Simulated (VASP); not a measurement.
# TeW (Fm-3m) in VASP: a series of runs

Runs on TeW. Level: PBE. Tasks: single point.

All numbers are computed with VASP 6.6.1; they aren't measurements. Logs are shortened: lines on timing, memory, paths and dates and some standing lists are left out, and cuts for length are marked.

## (1) The cell of the first run

It takes space group Fm-3m (No. 225, cubic). The conventional cell has a = 5.604 Å, b = 5.604 Å, c = 5.604 Å, α = 90.00°, β = 90.00°, γ = 90.00°. Te (site symmetry m-3m) has 6 W at 2.80 Å within 3.7 Å. Within 3.7 Å of W (site symmetry m-3m) lie 6 Te at 2.80 Å.

The cell was built from a structure type or drawn by symmetry, and may not be a known phase.

## (2) Single point, PBE

INCAR

```
SYSTEM = TeW
  ALGO = Normal
  EDIFF = 1E-6
  ENCUT = 500
  GGA = PE
  GGA_COMPAT = .False.
  ISIF = 2
  ISMEAR = 0
  LASPH = .True.
  LCHARG = .True.
  LELF = .True.
  LREAL = .False.
  LVHAR = .True.
  LWAVE = .False.
  NBANDS = 17
  NELM = 120
  PREC = Accurate
  SIGMA = 0.2
```

KPOINTS

```
k-points
0
Gamma
  6 6 6
  0 0 0
```

POSCAR

```
TeW
1.0
    0.0000000000      2.8019484158      2.8019484158
    2.8019484158      0.0000000000      2.8019484158
    2.8019484158      2.8019484158      0.0000000000
Te W
1 1
Direct
    0.5000000000      0.5000000000      0.5000000000
    0.0000000000      0.0000000000      0.0000000000
```

Potentials or basis: VASP PAW PBE potentials, release 64 (Te, W_sv).

Command:

```bash
$ cat potpaw_PBE.64/Te/POTCAR potpaw_PBE.64/W_sv/POTCAR > POTCAR
$ mpirun -np 1 vasp_std > vasp.out
```

OUTCAR:

```text
SYSTEM = TeW
   EDIFF = 1E-6
   ENCUT = 500
   GGA = PE
   ISIF = 2
   ISMEAR = 0
   LASPH = .True.
   LREAL = .False.
   NELM = 120
   PREC = Accurate

 ion  position               nearest neighbor table
   1  0.500  0.500  0.500-   2 2.80   2 2.80   2 2.80   2 2.80   2 2.80   2 2.80
   2  0.000  0.000  0.000-   1 2.80   1 2.80   1 2.80   1 2.80   1 2.80   1 2.80

  LATTYP: Found a face centered cubic cell.
 ALAT       =     5.6038968316

  Lattice vectors:

 A1 = (   0.0000000000,   2.8019484158,   2.8019484158)
 A2 = (   2.8019484158,   0.0000000000,   2.8019484158)
 A3 = (   2.8019484158,   2.8019484158,   0.0000000000)

Analysis of symmetry for initial positions (statically):
=====================================================================
 Subroutine PRICEL returns:
 Original cell was already a primitive cell.

 Routine SETGRP: Setting up the symmetry group for a
 face centered cubic supercell.

 Subroutine GETGRP returns: Found 48 space group operations
 (whereof 48 operations were pure point group operations)
 out of a pool of 48 trial point group operations.

The static configuration has the point symmetry O_h .

Analysis of symmetry for dynamics (positions and initial velocities):
=====================================================================
 Subroutine PRICEL returns:
 Original cell was already a primitive cell.

 Routine SETGRP: Setting up the symmetry group for a
 face centered cubic supercell.

 Subroutine GETGRP returns: Found 48 space group operations
 (whereof 48 operations were pure point group operations)
 out of a pool of 48 trial point group operations.

The dynamic configuration has the point symmetry O_h .

 Subroutine INISYM returns: Found 48 space group operations
 (whereof 48 operations are pure point group operations),
 and found     1 'primitive' translations

----------------------------------------------------------------------------------------

                                     Primitive cell

  volume of cell :      43.9957

  direct lattice vectors                    reciprocal lattice vectors
     0.000000000  2.801948416  2.801948416    -0.178447254  0.178447254  0.178447254
     2.801948416  0.000000000  2.801948416     0.178447254 -0.178447254  0.178447254
     2.801948416  2.801948416  0.000000000     0.178447254  0.178447254 -0.178447254

  length of vectors
     3.962553451  3.962553451  3.962553451     0.309079710  0.309079710  0.309079710

  position of ions in fractional coordinates (direct lattice)
[... 70 lines left out ...]
   EDIFF  = 0.1E-05   stopping-criterion for ELM
   LREAL  =      F    real-space projection
   EDIFFG = 0.1E-04   stopping-criterion for IOM
   NSW    =      0    number of steps for IOM
   IBRION =     -1    ionic relax: 0-MD 1-quasi-New 2-CG
   NFREE  =      0    steps in history (QN), initial steepest desc. (CG)
   ISIF   =      2    stress and relaxation
   ISYM   =      2    0-nonsym 1-usesym 2-fastsym
   POTIM  = 0.5000    time-step for ionic-motion
   TEBEG  =    0.0;   TEEND  =   0.0 temperature during run
   PSTRESS=    0.0 pullay stress
   NELECT =      20.0000    total number of electrons
   NUPDOWN=      -1.0000    fix difference up-down
   EMIN   =  10.00;   EMAX   =-10.00  energy-range for DOS
   EFERMI =   0.00;   METHOD = LEGACY
   ISMEAR =     0;   SIGMA  =   0.20  broadening in eV -4-tet -1-fermi 0-gaus
   EFERMI_NEDOS =   21; number of points for ismear=-14 and -15
   IALGO  =     38    algorithm
   IMIX   =      4    mixing-type and parameters
     AMIX     =   0.40;   BMIX     =  1.00
     AMIX_MAG =   1.60;   BMIX_MAG =  1.00
  volume/ion in A,a.u.               =      22.00       148.45
  Fermi-wavevector in a.u.,A,eV,Ry     =   1.258775  2.378739 21.558621  1.584514
  Thomas-Fermi vector in A             =   2.392368
   LORBIT       =      0    0 simple, 1 ext, 2 COOP (PROOUT), +10 PAW based schemes
   GGA     = PE    functional components
   LHFCALC =     F    Hartree Fock is set to
   AEXX    =    0.0000 exact exchange contribution
   IVDW    =     0    specifies the selected vdW correction
   LEPSILON=     F    determine dielectric tensor
   LRPA    =     F    only Hartree local field effects (RPA)
 non-spin polarized calculation
 Gauss-broadening in eV      SIGMA  =   0.20
  energy-cutoff  :      500.00
  volume of cell :       44.00
 maximum number of plane-waves:      1139
 NGX is ok and might be reduce to    30
   NGX = 15   NGY = 15   NGZ = 15

 number of electron      19.9999999 magnetization

 Free energy of the ion-electron system (eV)
  ---------------------------------------------------
  ext. energy  EPLUGINS =         0.00000000
  ---------------------------------------------------
  free energy    TOTEN  =       -13.13127379 eV

  energy without entropy =      -13.03174232  energy(sigma->0) =      -13.08150805

 E-fermi :   9.8802     XC(G=0): -11.4082

 val. band max:        9.8624009769   @ k =  -0.3333   0.3333   0.0000
 cond. band min:       9.9019458567   @ k =  -0.3333   0.1667   0.0000
 fundamental gap:      0.0395448798
 Fermi energy:         9.8801723054

 k-point     1 :       0.0000    0.0000    0.0000
  band No.  band energies     occupation
      1     -64.3943      2.00000
      2     -28.6330      2.00000
      3     -28.6330      2.00000
      4     -28.6330      2.00000
      5      -4.3881      2.00000
      6       8.1985      2.00000
[... 297 lines left out ...]
      4     -28.6463      2.00000
      5      -2.5401      2.00000
      6       4.1868      2.00000
[... 9 lines left out ...]
     16      18.4082      0.00000
     17      18.9451      0.00000

------------------------ aborting loop because EDIFF is reached ----------------------------------------

  FORCE on cell =-STRESS in cart. coord.  units (eV):
  Direction    XX          YY          ZZ          XY          YZ          ZX
  --------------------------------------------------------------------------------------
  -------------------------------------------------------------------------------------
  Total       -0.1169245     -0.1169245     -0.1169245     -0.0000000      0.0000000      0.0000000
  in kB       -4.2579999     -4.2579999     -4.2579999     -0.0000000      0.0000000      0.0000000
  external PRESSURE =      -4.2579999 kB  Pullay stress =       0.0000000 kB

 VOLUME and BASIS-vectors are now :
 -----------------------------------------------------------------------------
  energy-cutoff  :      500.00
  volume of cell :       44.00
      direct lattice vectors                 reciprocal lattice vectors
     0.000000000  2.801948416  2.801948416    -0.178447254  0.178447254  0.178447254
     2.801948416  0.000000000  2.801948416     0.178447254 -0.178447254  0.178447254
     2.801948416  2.801948416  0.000000000     0.178447254  0.178447254 -0.178447254

 POSITION                                       TOTAL-FORCE (eV/Angst)
 -----------------------------------------------------------------------------------
      2.80195      2.80195      2.80195        -0.000000     -0.000000     -0.000000
      0.00000      0.00000      0.00000         0.000000      0.000000      0.000000
 -----------------------------------------------------------------------------------
    total drift:                               -0.000000      0.000000      0.000000

  FREE ENERGIE OF THE ION-ELECTRON SYSTEM (eV)
  ---------------------------------------------------
  free  energy   TOTEN  =       -13.1312737883 eV

  energy  without entropy=      -13.0317423161  energy(sigma->0) =      -13.08150805
```

Wall time 12 s (1 thread of Intel Xeon Platinum 8259CL at 2.50GHz (Skylake/Cascade Lake), shared host); peak memory 0.17 GiB.

What came out:

```
Free energy            : -13.1313 eV
Pressure               : -0.4 GPa
Band gap on the k mesh : zero (bands 10 and 11 overlap by 1.55 eV)
```

Caveat: spin-orbit coupling is left out, which moves the levels of the heavy elements.

## (3) Single point, PBE

This run uses another cell than the first one, of 22.06 Å³/atom.

INCAR

```
SYSTEM = TeW
PREC = Accurate
ENCUT = 500
EDIFF = 1E-6
ISMEAR = 0
SIGMA = 0.2
LREAL = .False.
LASPH = .True.
NELM = 120
ALGO = Normal
ISIF = 2
LWAVE = .False.
LCHARG = .False.
GGA = PE
NBANDS = 17
GGA_COMPAT = .False.
```

KPOINTS

```
regular mesh
0
Gamma
  6 6 6
  0 0 0
```

POSCAR

```
TeW
1.0
    0.0000000000      2.8047712032      2.8047712032
    2.8047712032      0.0000000000      2.8047712032
    2.8047712032      2.8047712032      0.0000000000
Te W
1 1
Direct
    0.0000000000      0.0000000000      0.0000000000
    0.5000000000      0.5000000000      0.5000000000
```

Potentials or basis: VASP PAW PBE potentials, release 64 (Te, W_sv).

Command:

```bash
$ cat potpaw_PBE.64/Te/POTCAR potpaw_PBE.64/W_sv/POTCAR > POTCAR
$ mpirun -np 1 vasp_std > vasp.out
```

It took 11 s on 1 thread of Intel Xeon Platinum 8259CL at 2.50GHz (Skylake/Cascade Lake), shared host; peak memory 0.17 GiB.

The run converged. Its results:

```
Free energy            : -13.1308 eV
Pressure               : -0.8 GPa
Band gap on the k mesh : zero (bands 10 and 11 overlap by 1.55 eV)
```

Levels at points of the mesh, in eV from the Fermi level:
```csv
k point,band 7,band 8,band 9,band 10,band 11,band 12,band 13,band 14
"(0.00, 0.00, 0.00)",-1.67,-1.67,-1.39,-1.39,-1.39,-1.31,-1.31,2.54
"(0.50, 0.00, 0.00)",-4.78,-4.78,-0.04,-0.04,0.15,2.34,4.85,4.85
"(0.50, 0.50, 0.00)",-3.31,-3.31,-3.10,-0.54,-0.48,0.60,0.60,2.38
```

Caveat: spin-orbit coupling is left out, which moves the levels of the heavy elements.
